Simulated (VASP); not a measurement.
Input of a VASP 6.6.1 run:

Contents of INCAR:

```
PREC = Accurate
ENCUT = 520
EDIFF = 1E-6
ISMEAR = 0
SIGMA = 0.1
LREAL = False
LASPH = True
NELM = 100
ALGO = Fast
ISIF = 2
LWAVE = False
LCHARG = True
GGA = PE
LELF = True
LVHAR = True
NBANDS = 31
```

The input KPOINTS:

```
Automatic mesh
0
Gamma
  12 12 6
```

Contents of POSCAR:

```
Ca3Os2
1.0
    4.8666260394      0.0000000000      0.0000000000
   -2.4333130197      4.2146217808      0.0000000000
    0.0000000000      0.0000000000      6.0038475987
Ca Os
3 2
Direct
    0.0000000000      0.0000000000      0.0000000000
    0.3333333333      0.6666666667      0.3718261425
    0.6666666667      0.3333333333      0.6281738575
    0.3333333333      0.6666666667      0.9269989800
    0.6666666667      0.3333333333      0.0730010200
```

Potentials or basis: VASP PAW PBE potentials, release 64 (Ca_sv, Os).

The run is started by

```sh
$ cat potpaw_PBE.64/Ca_sv/POTCAR potpaw_PBE.64/Os/POTCAR > POTCAR
$ mpirun -np 1 vasp_std > vasp.out
```

(1) What does it give for the band gap on the k mesh?

(2) What does it give for the pressure?

## Answers

(1) zero (bands 23 and 24 overlap by 0.37 eV).

(2) 0.1 GPa.

Caveat: spin-orbit coupling is left out, which moves the levels of the heavy elements.
